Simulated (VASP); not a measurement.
# Ba (Pm-3m) in VASP: single point with LDA

Aim: the single point of Ba with LDA.

Everything below comes from runs of VASP 6.6.1. Logs are shortened: lines on timing, memory, paths and dates and some standing lists are left out, and cuts for length are marked.

### 1 The cell of the first run

The structure is cubic, space group Pm-3m (No. 221). The conventional cell has a = 4.138 Å, b = 4.138 Å, c = 4.138 Å, α = 90.00°, β = 90.00°, γ = 90.00°. Ba (site symmetry m-3m) has 6 Ba at 4.14 Å within 5.4 Å.

### 2 Single point, LDA

INCAR reads:

```
SYSTEM = Ba
ALGO     = Normal         ! electronic algorithm
EDIFF    = 1E-7           ! SCF threshold, eV
ENCUT    = 520            ! plane-wave cutoff, eV
GGA      = CA             ! functional
ISIF     = 2              ! what is computed and relaxed
ISMEAR   = 1              ! smearing method
LASPH    = .TRUE.         ! aspherical terms in the spheres
LCHARG   = .FALSE.        ! write CHGCAR
LREAL    = .FALSE.        ! projectors in reciprocal space
LWAVE    = .FALSE.        ! write WAVECAR
NBANDS   = 11             ! bands
NELM     = 60             ! most SCF steps
PREC     = Accurate       ! precision mode
SIGMA    = 0.05           ! smearing width, eV
```

KPOINTS reads:

```
k-points
0
G
  6 6 6
  0 0 0
```

POSCAR reads:

```
Ba
1.0
    4.1381810000      0.0000000000      0.0000000000
    0.0000000000      4.1381810000      0.0000000000
    0.0000000000      0.0000000000      4.1381810000
Ba
1
Direct
    0.0000000000      0.0000000000      0.0000000000
```

Potentials or basis: VASP PAW LDA potentials, release 64 (Ba_sv).

On the command line:

```sh
> cat potpaw_LDA.64/Ba_sv/POTCAR > POTCAR
> mpirun -np 1 vasp_std > vasp.out
```

OUTCAR:

```text
SYSTEM = Ba
   EDIFF = 1E-7
   ENCUT = 520
   GGA = CA
   ISIF = 2
   ISMEAR = 1
   LASPH = .TRUE.
   LREAL = .FALSE.
   NELM = 60
   PREC = Accurate

 ion  position               nearest neighbor table
   1  0.000  0.000  0.000-

  LATTYP: Found a simple cubic cell.
 ALAT       =     4.1381810000

  Lattice vectors:

 A1 = (   4.1381810000,   0.0000000000,   0.0000000000)
 A2 = (   0.0000000000,   4.1381810000,   0.0000000000)
 A3 = (   0.0000000000,   0.0000000000,   4.1381810000)

Analysis of symmetry for initial positions (statically):
=====================================================================
 Subroutine PRICEL returns:
 Original cell was already a primitive cell.

 Routine SETGRP: Setting up the symmetry group for a
 simple cubic supercell.

 Subroutine GETGRP returns: Found 48 space group operations
 (whereof 48 operations were pure point group operations)
 out of a pool of 48 trial point group operations.

The static configuration has the point symmetry O_h .

Analysis of symmetry for dynamics (positions and initial velocities):
=====================================================================
 Subroutine PRICEL returns:
 Original cell was already a primitive cell.

 Routine SETGRP: Setting up the symmetry group for a
 simple cubic supercell.

 Subroutine GETGRP returns: Found 48 space group operations
 (whereof 48 operations were pure point group operations)
 out of a pool of 48 trial point group operations.

The dynamic configuration has the point symmetry O_h .

 Subroutine INISYM returns: Found 48 space group operations
 (whereof 48 operations are pure point group operations),
 and found     1 'primitive' translations

----------------------------------------------------------------------------------------

                                     Primitive cell

  volume of cell :      70.8645

  direct lattice vectors                    reciprocal lattice vectors
     4.138181000  0.000000000  0.000000000     0.241652069  0.000000000  0.000000000
     0.000000000  4.138181000  0.000000000     0.000000000  0.241652069  0.000000000
     0.000000000  0.000000000  4.138181000     0.000000000  0.000000000  0.241652069

  length of vectors
     4.138181000  4.138181000  4.138181000     0.241652069  0.241652069  0.241652069

  position of ions in fractional coordinates (direct lattice)
     0.000000000  0.000000000  0.000000000

  ion indices of the primitive-cell ions
   primitive index   ion index
                 1           1

----------------------------------------------------------------------------------------

 KPOINTS: k-points

Automatic generation of k-mesh.
 Grid dimensions read from file:
 generate k-points for:    6    6    6

 Generating k-lattice:

  Cartesian coordinates                     Fractional coordinates (reciprocal lattice)
     0.040275345  0.000000000  0.000000000     0.166666667  0.000000000  0.000000000
     0.000000000  0.040275345  0.000000000     0.000000000  0.166666667  0.000000000
     0.000000000  0.000000000  0.040275345     0.000000000  0.000000000  0.166666667

  Length of vectors
     0.040275345  0.040275345  0.040275345

  Shift w.r.t. Gamma in fractional coordinates (k-lattice)
     0.000000000  0.000000000  0.000000000

 Subroutine IBZKPT returns following result:
 ===========================================

 Found     20 irreducible k-points:

 Following reciprocal coordinates:
            Coordinates               Weight
  0.000000  0.000000  0.000000      1.000000
  0.166667  0.000000  0.000000      6.000000
  0.333333  0.000000  0.000000      6.000000
  0.500000  0.000000  0.000000      3.000000
  0.166667  0.166667  0.000000     12.000000
  0.333333  0.166667  0.000000     24.000000
[... 12 lines left out ...]
  0.500000  0.500000  0.333333      6.000000
  0.500000  0.500000  0.500000      1.000000
   k-points           NKPTS =     20   k-points in BZ     NKDIM =     20   number of bands    NBANDS=     11
   number of dos      NEDOS =    301   number of ions     NIONS =      1
   total plane-waves  NPLWV =  32768
   dimension x,y,z NGX =    32 NGY =   32 NGZ =   32
   dimension x,y,z NGXF=    64 NGYF=   64 NGZF=   64
   ions per type =               1
   NGX,Y,Z   is equivalent  to a cutoff of  12.86, 12.86, 12.86 a.u.
   NGXF,Y,Z  is equivalent  to a cutoff of  25.71, 25.71, 25.71 a.u.
 SYSTEM =  Ba
   PREC   = accura    normal or accurate (medium, high low for compatibility)
   ISTART =      0    job   : 0-new  1-cont  2-samecut
   ICHARG =      2    charge: 1-file 2-atom 10-const
   ISPIN  =      1    spin polarized calculation?
   LNONCOLLINEAR =      F non collinear calculations
   LSORBIT =      F    spin-orbit coupling
   LASPH  =      T    aspherical Exc in radial PAW
   ENCUT  =  520.0 eV  38.22 Ry    6.18 a.u.   7.69  7.69  7.69*2*pi/ulx,y,z
   NELM   =     60;   NELMIN=  2; NELMDL= -5     # of ELM steps
   EDIFF  = 0.1E-06   stopping-criterion for ELM
   LREAL  =      F    real-space projection
   EDIFFG = 0.1E-05   stopping-criterion for IOM
   NSW    =      0    number of steps for IOM
   IBRION =     -1    ionic relax: 0-MD 1-quasi-New 2-CG
   NFREE  =      0    steps in history (QN), initial steepest desc. (CG)
   ISIF   =      2    stress and relaxation
   ISYM   =      2    0-nonsym 1-usesym 2-fastsym
   POTIM  = 0.5000    time-step for ionic-motion
   TEBEG  =    0.0;   TEEND  =   0.0 temperature during run
   PSTRESS=    0.0 pullay stress
   NELECT =      10.0000    total number of electrons
   NUPDOWN=      -1.0000    fix difference up-down
   EMIN   =  10.00;   EMAX   =-10.00  energy-range for DOS
   EFERMI =   0.00;   METHOD = LEGACY
   ISMEAR =     1;   SIGMA  =   0.05  broadening in eV -4-tet -1-fermi 0-gaus
   EFERMI_NEDOS =   21; number of points for ismear=-14 and -15
   IALGO  =     38    algorithm
   IMIX   =      4    mixing-type and parameters
     AMIX     =   0.40;   BMIX     =  1.00
     AMIX_MAG =   1.60;   BMIX_MAG =  1.00
  volume/ion in A,a.u.               =      70.86       478.22
  Fermi-wavevector in a.u.,A,eV,Ry     =   0.852312  1.610636  9.883762  0.726436
  Thomas-Fermi vector in A             =   1.968581
   LORBIT       =      0    0 simple, 1 ext, 2 COOP (PROOUT), +10 PAW based schemes
   GGA     = CA    functional components
   LHFCALC =     F    Hartree Fock is set to
   AEXX    =    0.0000 exact exchange contribution
   IVDW    =     0    specifies the selected vdW correction
   LEPSILON=     F    determine dielectric tensor
   LRPA    =     F    only Hartree local field effects (RPA)
 non-spin polarized calculation
 Methfessel and Paxton  Order N= 1 SIGMA  =   0.05
  energy-cutoff  :      520.00
  volume of cell :       70.86
 maximum number of plane-waves:      1935
 NGX is ok and might be reduce to    32
   NGX = 15   NGY = 15   NGZ = 15

 number of electron      10.0000002 magnetization

 Free energy of the ion-electron system (eV)
  ---------------------------------------------------
  ext. energy  EPLUGINS =         0.00000000
  ---------------------------------------------------
  free energy    TOTEN  =        -1.82774013 eV

  energy without entropy =       -1.82830580  energy(sigma->0) =       -1.82792869

 E-fermi :   1.0271     XC(G=0):  -7.2179

 val. band max:        0.9668957252   @ k =   0.5000   0.1667   0.1667
 cond. band min:       1.0342375275   @ k =   0.0000   0.0000   0.0000
 fundamental gap:      0.0673418023
 Fermi energy:         1.0270951711

 k-point     1 :       0.0000    0.0000    0.0000
  band No.  band energies     occupation
      1     -28.2198      2.00000
      2     -13.1662      2.00000
      3     -13.1662      2.00000
      4     -13.1662      2.00000
      5      -1.5520      2.00000
      6       1.0342      0.76094
      7       1.0342      0.76094
      8       5.2245      0.00000
      9       5.2245      0.00000
     10       5.2245      0.00000
     11       7.8315      0.00000

 k-point     2 :       0.1667    0.0000    0.0000
  band No.  band energies     occupation
      1     -28.2112      2.00000
      2     -13.2947      2.00000
      3     -13.1553      2.00000
      4     -13.1553      2.00000
      5      -1.2093      2.00000
      6       1.1400     -0.00637
      7       1.3511     -0.00000
      8       4.5324      0.00000
      9       4.5324      0.00000
     10       5.2751      0.00000
     11       6.6658      0.00000

 k-point     3 :       0.3333    0.0000    0.0000
  band No.  band energies     occupation
      1     -28.1939      2.00000
      2     -13.5378      2.00000
      3     -13.1332      2.00000
      4     -13.1332      2.00000
      5      -0.4321      2.00000
      6       1.3771     -0.00000
      7       1.7826     -0.00000
      8       3.6694      0.00000
      9       3.6694      0.00000
     10       5.3810      0.00000
     11       6.0168      0.00000

 k-point     4 :       0.5000    0.0000    0.0000
  band No.  band energies     occupation
      1     -28.1852      2.00000
      2     -13.6533      2.00000
      3     -13.1221      2.00000
      4     -13.1221      2.00000
      5       0.1214      2.00000
      6       1.5122     -0.00000
      7       1.6100     -0.00000
      8       3.3429      0.00000
      9       3.3429      0.00000
     10       5.4365      0.00000
     11       6.7949      0.00000

 k-point     5 :       0.1667    0.1667    0.0000
  band No.  band energies     occupation
      1     -28.2027      2.00000
      2     -13.2877      2.00000
      3     -13.2767      2.00000
      4     -13.1445      2.00000
      5      -0.8702      2.00000
      6       1.3354     -0.00000
      7       1.5866     -0.00000
      8       3.7553      0.00000
      9       4.4785      0.00000
     10       4.7611      0.00000
     11       7.4098      0.00000
[... 155 lines left out ...]
 k-point    17 :       0.3333    0.3333    0.3333
  band No.  band energies     occupation
      1     -28.1434      2.00000
      2     -13.4576      2.00000
      3     -13.4441      2.00000
      4     -13.4441      2.00000
      5       0.8530      2.00001
      6       1.7560     -0.00000
      7       1.7560     -0.00000
      8       3.8876      0.00000
      9       3.8876      0.00000
     10       3.9296      0.00000
     11       6.7862      0.00000

 k-point    18 :       0.5000    0.3333    0.3333
  band No.  band energies     occupation
      1     -28.1350      2.00000
      2     -13.5572      2.00000
      3     -13.4383      2.00000
      4     -13.4297      2.00000
      5       0.8894      2.00069
      6       1.4485     -0.00000
      7       1.6589     -0.00000
      8       3.9368      0.00000
      9       4.0168      0.00000
     10       5.8722      0.00000
     11       6.2560      0.00000

 k-point    19 :       0.5000    0.5000    0.3333
  band No.  band energies     occupation
      1     -28.1266      2.00000
      2     -13.5414      2.00000
      3     -13.5414      2.00000
      4     -13.4196      2.00000
      5       0.8014      2.00000
      6       1.4055     -0.00000
      7       1.4055     -0.00000
      8       4.0364      0.00000
      9       5.6100      0.00000
     10       6.1876      0.00000
     11       6.1876      0.00000

 k-point    20 :       0.5000    0.5000    0.5000
  band No.  band energies     occupation
      1     -28.1183      2.00000
      2     -13.5260      2.00000
      3     -13.5260      2.00000
      4     -13.5260      2.00000
      5       1.0572      0.15881
      6       1.0572      0.15881
      7       1.0572      0.15881
      8       4.9225      0.00000
      9       6.5337      0.00000
     10       6.5337      0.00000
     11       6.5345      0.00000

------------------------ aborting loop because EDIFF is reached ----------------------------------------

  FORCE on cell =-STRESS in cart. coord.  units (eV):
  Direction    XX          YY          ZZ          XY          YZ          ZX
  --------------------------------------------------------------------------------------
  -------------------------------------------------------------------------------------
  Total       -0.6968459     -0.6968459     -0.6968459     -0.0000000     -0.0000000     -0.0000000
  in kB      -15.7550169    -15.7550169    -15.7550169     -0.0000000     -0.0000000     -0.0000000
  external PRESSURE =     -15.7550169 kB  Pullay stress =       0.0000000 kB

 VOLUME and BASIS-vectors are now :
 -----------------------------------------------------------------------------
  energy-cutoff  :      520.00
  volume of cell :       70.86
      direct lattice vectors                 reciprocal lattice vectors
     4.138181000  0.000000000  0.000000000     0.241652069  0.000000000  0.000000000
     0.000000000  4.138181000  0.000000000     0.000000000  0.241652069  0.000000000
     0.000000000  0.000000000  4.138181000     0.000000000  0.000000000  0.241652069

 POSITION                                       TOTAL-FORCE (eV/Angst)
 -----------------------------------------------------------------------------------
      0.00000      0.00000      0.00000         0.000000      0.000000      0.000000
 -----------------------------------------------------------------------------------
    total drift:                               -0.000000      0.000000      0.000000

  FREE ENERGIE OF THE ION-ELECTRON SYSTEM (eV)
  ---------------------------------------------------
  free  energy   TOTEN  =        -1.8277401332 eV

  energy  without entropy=       -1.8283057996  energy(sigma->0) =       -1.82792869
```

It took 10 s on 1 thread of Intel Xeon 8259CL, shared host; peak memory 0.15 GiB.

What came out:

```
Free energy            : -1.8277 eV
Pressure               : -1.6 GPa
Band gap on the k mesh : zero (band 5 reaches 1.06 eV, above the bottom of band 6 at 1.03 eV)
```

Caveat: spin-orbit coupling is left out, which moves the levels of the heavy elements.
